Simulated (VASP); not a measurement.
# Os in VASP: notebook

The runs below take Os through single point, with PBE.

Everything below comes from runs of VASP 6.6.1. Logs are shortened: lines on timing, memory, paths and dates and some standing lists are left out, and cuts for length are marked.

### Step 1. The cell of the first run

The cell holds a sheet with vacuum, 1 atom: a = 2.744 Å, b = 2.744 Å, c = 14.000 Å, α = 90.00°, β = 90.00°, γ = 90.00°.

The cell was generated, and may not be a known phase.

### Step 2. Single point, PBE

INCAR

```
PREC     = Accurate       # precision mode
ENCUT    = 520            # plane-wave cutoff, eV
EDIFF    = 1E-7           # SCF threshold, eV
ISMEAR   = 0              # smearing method
SIGMA    = 0.1            # smearing width, eV
LREAL    = F              # projectors in reciprocal space
LASPH    = T              # aspherical terms in the spheres
NELM     = 80             # most SCF steps
ALGO     = Normal         # electronic algorithm
ISIF     = 2              # what is computed and relaxed
LWAVE    = F              # write WAVECAR
LCHARG   = T              # write CHGCAR
LDIPOL   = T            
IDIPOL   = 3            
DIPOL    = 0.5 0.5 0.500
GGA      = PE             # functional
LELF     = T              # ELF
LVHAR    = T            
LVACPOTAV= T            
NBANDS   = 10             # bands
```

KPOINTS

```
Automatic mesh
0
Gamma
  6 6 1
```

POSCAR

```
Os
1.0
    2.7443370000      0.0000000000      0.0000000000
    0.0000000000      2.7443370000      0.0000000000
    0.0000000000      0.0000000000     14.0000000000
Os
1
Direct
    0.5000000000      0.5000000000      0.5000000000
```

Potentials or basis: VASP PAW PBE potentials, release 64 (Os).

The run is started by

```sh
$ cat potpaw_PBE.64/Os/POTCAR > POTCAR
$ mpirun -np 1 vasp_std > vasp.out
```

OUTCAR:

```text
PREC = Accurate
   ENCUT = 520
   EDIFF = 1E-7
   ISMEAR = 0
   LREAL = F
   LASPH = T
   NELM = 80
   ISIF = 2
   GGA = PE

 ion  position               nearest neighbor table
   1  0.500  0.500  0.500-

  LATTYP: Found a simple tetragonal cell.
 ALAT       =     2.7443370000
 C/A-ratio  =     5.1014142942

  Lattice vectors:

 A1 = (   2.7443370000,   0.0000000000,   0.0000000000)
 A2 = (   0.0000000000,   2.7443370000,   0.0000000000)
 A3 = (   0.0000000000,   0.0000000000,  14.0000000000)

Analysis of symmetry for initial positions (statically):
=====================================================================
 Subroutine PRICEL returns:
 Original cell was already a primitive cell.

 Routine SETGRP: Setting up the symmetry group for a
 simple tetragonal supercell.

 Subroutine GETGRP returns: Found 16 space group operations
 (whereof 16 operations were pure point group operations)
 out of a pool of 16 trial point group operations.

The static configuration has the point symmetry D_4h.

Analysis of symmetry for dynamics (positions and initial velocities):
=====================================================================
 Subroutine PRICEL returns:
 Original cell was already a primitive cell.

 Routine SETGRP: Setting up the symmetry group for a
 simple tetragonal supercell.

 Subroutine GETGRP returns: Found 16 space group operations
 (whereof 16 operations were pure point group operations)
 out of a pool of 16 trial point group operations.

The dynamic configuration has the point symmetry D_4h.

 Subroutine INISYM returns: Found 16 space group operations
 (whereof 16 operations are pure point group operations),
 and found     1 'primitive' translations

----------------------------------------------------------------------------------------

                                     Primitive cell

  volume of cell :     105.4394

  direct lattice vectors                    reciprocal lattice vectors
     2.744337000  0.000000000  0.000000000     0.364386735  0.000000000  0.000000000
     0.000000000  2.744337000  0.000000000     0.000000000  0.364386735  0.000000000
     0.000000000  0.000000000 14.000000000     0.000000000  0.000000000  0.071428571

  length of vectors
     2.744337000  2.744337000 14.000000000     0.364386735  0.364386735  0.071428571

  position of ions in fractional coordinates (direct lattice)
     0.500000000  0.500000000  0.500000000

  ion indices of the primitive-cell ions
   primitive index   ion index
                 1           1

----------------------------------------------------------------------------------------

 KPOINTS: Automatic mesh

Automatic generation of k-mesh.
 Grid dimensions read from file:
 generate k-points for:    6    6    1

 Generating k-lattice:

  Cartesian coordinates                     Fractional coordinates (reciprocal lattice)
     0.060731123  0.000000000  0.000000000     0.166666667  0.000000000  0.000000000
     0.000000000  0.060731123  0.000000000     0.000000000  0.166666667  0.000000000
     0.000000000  0.000000000  0.071428571     0.000000000  0.000000000  1.000000000

  Length of vectors
     0.060731123  0.060731123  0.071428571

  Shift w.r.t. Gamma in fractional coordinates (k-lattice)
     0.000000000  0.000000000  0.000000000

 Subroutine IBZKPT returns following result:
 ===========================================

 Found     10 irreducible k-points:

 Following reciprocal coordinates:
            Coordinates               Weight
  0.000000  0.000000  0.000000      1.000000
  0.166667  0.000000  0.000000      4.000000
  0.333333  0.000000  0.000000      4.000000
  0.500000  0.000000  0.000000      2.000000
  0.166667  0.166667  0.000000      4.000000
  0.333333  0.166667  0.000000      8.000000
  0.500000  0.166667  0.000000      4.000000
  0.333333  0.333333  0.000000      4.000000
  0.500000  0.333333  0.000000      4.000000
  0.500000  0.500000  0.000000      1.000000
   k-points           NKPTS =     10   k-points in BZ     NKDIM =     10   number of bands    NBANDS=     10
   number of dos      NEDOS =    301   number of ions     NIONS =      1
   total plane-waves  NPLWV =  43200
   dimension x,y,z NGX =    20 NGY =   20 NGZ =  108
   dimension x,y,z NGXF=    40 NGYF=   40 NGZF=  216
   ions per type =               1
   NGX,Y,Z   is equivalent  to a cutoff of  12.12, 12.12, 12.82 a.u.
   NGXF,Y,Z  is equivalent  to a cutoff of  24.23, 24.23, 25.65 a.u.
 SYSTEM =  unknown system
   PREC   = accura    normal or accurate (medium, high low for compatibility)
   ISTART =      0    job   : 0-new  1-cont  2-samecut
   ICHARG =      2    charge: 1-file 2-atom 10-const
   ISPIN  =      1    spin polarized calculation?
   LNONCOLLINEAR =      F non collinear calculations
   LSORBIT =      F    spin-orbit coupling
   LASPH  =      T    aspherical Exc in radial PAW
   ENCUT  =  520.0 eV  38.22 Ry    6.18 a.u.   5.10  5.10 26.03*2*pi/ulx,y,z
   NELM   =     80;   NELMIN=  2; NELMDL= -5     # of ELM steps
   EDIFF  = 0.1E-06   stopping-criterion for ELM
   LREAL  =      F    real-space projection
   EDIFFG = 0.1E-05   stopping-criterion for IOM
   NSW    =      0    number of steps for IOM
   IBRION =     -1    ionic relax: 0-MD 1-quasi-New 2-CG
   NFREE  =      0    steps in history (QN), initial steepest desc. (CG)
   ISIF   =      2    stress and relaxation
   ISYM   =      2    0-nonsym 1-usesym 2-fastsym
   POTIM  = 0.5000    time-step for ionic-motion
   TEBEG  =    0.0;   TEEND  =   0.0 temperature during run
   PSTRESS=    0.0 pullay stress
   NELECT =       8.0000    total number of electrons
   NUPDOWN=      -1.0000    fix difference up-down
   EMIN   =  10.00;   EMAX   =-10.00  energy-range for DOS
   EFERMI =   0.00;   METHOD = LEGACY
   ISMEAR =     0;   SIGMA  =   0.10  broadening in eV -4-tet -1-fermi 0-gaus
   EFERMI_NEDOS =   21; number of points for ismear=-14 and -15
   IALGO  =     38    algorithm
   IMIX   =      4    mixing-type and parameters
     AMIX     =   0.40;   BMIX     =  1.00
     AMIX_MAG =   1.60;   BMIX_MAG =  1.00
  volume/ion in A,a.u.               =     105.44       711.54
  Fermi-wavevector in a.u.,A,eV,Ry     =   0.693059  1.309693  6.535306  0.480331
  Thomas-Fermi vector in A             =   1.775167
   LORBIT       =      0    0 simple, 1 ext, 2 COOP (PROOUT), +10 PAW based schemes
   GGA     = PE    functional components
   LHFCALC =     F    Hartree Fock is set to
   AEXX    =    0.0000 exact exchange contribution
   IVDW    =     0    specifies the selected vdW correction
   LEPSILON=     F    determine dielectric tensor
   LRPA    =     F    only Hartree local field effects (RPA)
 non-spin polarized calculation
 Gauss-broadening in eV      SIGMA  =   0.10
  energy-cutoff  :      520.00
  volume of cell :      105.44
 maximum number of plane-waves:      2856
   NGX = 11   NGY = 11   NGZ = 53

 number of electron       8.0000001 magnetization

 dipolmoment           0.000000      0.000000      0.000000 electrons x Angstroem

 Free energy of the ion-electron system (eV)
  ---------------------------------------------------
  ext. energy  EPLUGINS =         0.00000000
  ---------------------------------------------------
  free energy    TOTEN  =        -7.23431667 eV

  energy without entropy =       -7.19473132  energy(sigma->0) =       -7.21452400

 E-fermi :  -3.8352     XC(G=0):  -3.4079

 val. band max:       -3.8495913969   @ k =   0.3333   0.3333   0.0000
 cond. band min:      -3.8317023636   @ k =   0.3333   0.3333   0.0000
 fundamental gap:      0.0178890333
 Fermi energy:        -3.8351601209

 k-point     1 :       0.0000    0.0000    0.0000
  band No.  band energies     occupation
      1      -9.8747      2.00000
      2      -7.9648      2.00000
      3      -5.2423      2.00000
      4      -3.0563      0.00000
      5      -3.0563      0.00000
      6      -2.2209      0.00000
      7      -2.1754      0.00000
      8       1.6990      0.00000
      9       2.6535      0.00000
     10       3.3685      0.00000

 k-point     2 :       0.1667    0.0000    0.0000
  band No.  band energies     occupation
      1      -9.1527      2.00000
      2      -7.3270      2.00000
      3      -4.9963      2.00000
      4      -4.4834      2.00000
      5      -2.9766      0.00000
      6      -2.7993      0.00000
      7      -0.8394      0.00000
      8       2.2243      0.00000
      9       3.2943      0.00000
     10       3.8743      0.00000

 k-point     3 :       0.3333    0.0000    0.0000
  band No.  band energies     occupation
      1      -8.1591      2.00000
      2      -5.8858      2.00000
      3      -4.8988      2.00000
      4      -4.3886      2.00000
      5      -3.8526      1.19484
      6      -2.8127      0.00000
      7       1.0443      0.00000
      8       3.7914      0.00000
      9       4.5021      0.00000
     10       4.9837      0.00000

 k-point     4 :       0.5000    0.0000    0.0000
  band No.  band energies     occupation
      1      -7.7884      2.00000
      2      -6.4178      2.00000
      3      -4.3107      2.00000
      4      -4.0943      1.99975
      5      -2.7284      0.00000
      6      -2.3744      0.00000
      7       1.7750      0.00000
      8       2.5458      0.00000
      9       5.8122      0.00000
     10       6.1684      0.00000
[... 40 lines left out ...]
 k-point     8 :       0.3333    0.3333    0.0000
  band No.  band energies     occupation
      1      -7.0691      2.00000
      2      -5.4801      2.00000
      3      -5.0360      2.00000
      4      -3.8496      1.16172
      5      -3.8317      0.96100
      6      -2.5376      0.00000
      7       3.8844      0.00000
      8       5.8977      0.00000
      9       6.2483      0.00000
     10       7.4106      0.00000

 k-point     9 :       0.5000    0.3333    0.0000
  band No.  band energies     occupation
      1      -7.5186      2.00000
      2      -5.8109      2.00000
      3      -5.0416      2.00000
      4      -3.6760      0.02441
      5      -3.1452      0.00000
      6       1.4630      0.00000
      7       2.1471      0.00000
      8       5.8280      0.00000
      9       7.0961      0.00000
     10       8.4100      0.00000

 k-point    10 :       0.5000    0.5000    0.0000
  band No.  band energies     occupation
      1      -8.1122      2.00000
      2      -5.5830      2.00000
      3      -5.5830      2.00000
      4      -3.3786      0.00000
      5      -0.4998      0.00000
      6       2.5359      0.00000
      7       2.5359      0.00000
      8       6.4591      0.00000
      9       7.5621      0.00000
     10       7.6421      0.00000

------------------------ aborting loop because EDIFF is reached ----------------------------------------

  FORCE on cell =-STRESS in cart. coord.  units (eV):
  Direction    XX          YY          ZZ          XY          YZ          ZX
  --------------------------------------------------------------------------------------
  -------------------------------------------------------------------------------------
  Total       -7.2779207     -7.2779207     -0.0143620      0.0000000      0.0000000     -0.0000000
  in kB     -110.5897781   -110.5897781     -0.2182348      0.0000000      0.0000000     -0.0000000
  external PRESSURE =     -73.7992636 kB  Pullay stress =       0.0000000 kB

 VOLUME and BASIS-vectors are now :
 -----------------------------------------------------------------------------
  energy-cutoff  :      520.00
  volume of cell :      105.44
      direct lattice vectors                 reciprocal lattice vectors
     2.744337000  0.000000000  0.000000000     0.364386735  0.000000000  0.000000000
     0.000000000  2.744337000  0.000000000     0.000000000  0.364386735  0.000000000
     0.000000000  0.000000000 14.000000000     0.000000000  0.000000000  0.071428571

 POSITION                                       TOTAL-FORCE (eV/Angst)
 -----------------------------------------------------------------------------------
      1.37217      1.37217      7.00000         0.000000      0.000000      0.000000
 -----------------------------------------------------------------------------------
    total drift:                               -0.000000      0.000000      0.000000

  FREE ENERGIE OF THE ION-ELECTRON SYSTEM (eV)
  ---------------------------------------------------
  free  energy   TOTEN  =        -7.2343166736 eV

  energy  without entropy=       -7.1947313167  energy(sigma->0) =       -7.21452400

 vacuum level on the upper side and lower side of the slab         2.123         2.123
```

Wall time 17 s (1 thread of Intel Xeon 8259CL, shared host); peak memory 0.19 GiB.

What came out:

```
Free energy            : -7.2343 eV
Band gap on the k mesh : zero (bands 4 and 5 overlap by 0.80 eV)
```

Levels at points of the mesh, in eV from the Fermi level:
```csv
k point,band 1,band 2,band 3,band 4,band 5,band 6,band 7,band 8,band 9
"(0.00, 0.00, 0.00)",-6.04,-4.13,-1.41,0.78,0.78,1.61,1.66,5.53,6.49
"(0.50, 0.00, 0.00)",-3.95,-2.58,-0.48,-0.26,1.11,1.46,5.61,6.38,9.65
"(0.50, 0.50, 0.00)",-4.28,-1.75,-1.75,0.46,3.34,6.37,6.37,10.29,11.40
```

Caveat: the k points lie up to 0.38 Å⁻¹ apart, too coarse for converged energies and pressures of a metal; spin-orbit coupling is left out, which moves the levels of the heavy elements.

### Step 3. Single point, PBE

This run uses another cell than the first one.

INCAR

```
SYSTEM = Os
ALGO = Normal
DIPOL = 0.5 0.5 0.294
EDIFF = 1E-6
ENCUT = 520
GGA = PE
IDIPOL = 3
ISIF = 2
ISMEAR = 0
LASPH = .True.
LCHARG = .False.
LDIPOL = .True.
LREAL = .False.
LWAVE = .False.
NBANDS = 10
NELM = 80
PREC = Accurate
SIGMA = 0.1
```

KPOINTS

```
k-points
0
Gamma
  6 6 1
  0 0 0
```

POSCAR

```
Os
1.0
    2.4258999070      0.0000000000      0.0000000000
    0.0000000000      2.4258999070      0.0000000000
    0.0000000000      0.0000000000     23.8000000000
Os
1
Direct
    0.5000000000      0.5000000000      0.2941176471
```

Potentials or basis: VASP PAW PBE potentials, release 64 (Os).

The run is started by

```sh
$ cat potpaw_PBE.64/Os/POTCAR > POTCAR
$ mpirun -np 1 vasp_std > vasp.out
```

It took 35 s on 1 thread of Intel Xeon 8259CL, shared host; peak memory 0.22 GiB.

It converged, with:

| Property | Result |
| --- | --- |
| Free energy | -8.3172 eV |
| Band gap on the k mesh | zero (bands 4 and 5 overlap by 0.92 eV) |

Levels at points of the mesh, in eV from the Fermi level:
```csv
k point,band 1,band 2,band 3,band 4,band 5,band 6,band 7,band 8,band 9
"(0.00, 0.00, 0.00)",-8.27,-6.73,-2.64,0.74,1.46,1.46,3.14,5.47,5.82
"(0.50, 0.00, 0.00)",-5.87,-4.54,-0.81,-0.45,1.54,2.10,7.10,9.03,10.70
"(0.50, 0.50, 0.00)",-7.33,-3.04,-3.04,0.91,6.07,8.66,8.66,11.77,13.88
```

Caveat: the k points lie up to 0.43 Å⁻¹ apart, too coarse for converged energies and pressures of a metal; spin-orbit coupling is left out, which moves the levels of the heavy elements.

The gap in the log of VASP goes by the Fermi energy; the results here count the filled bands.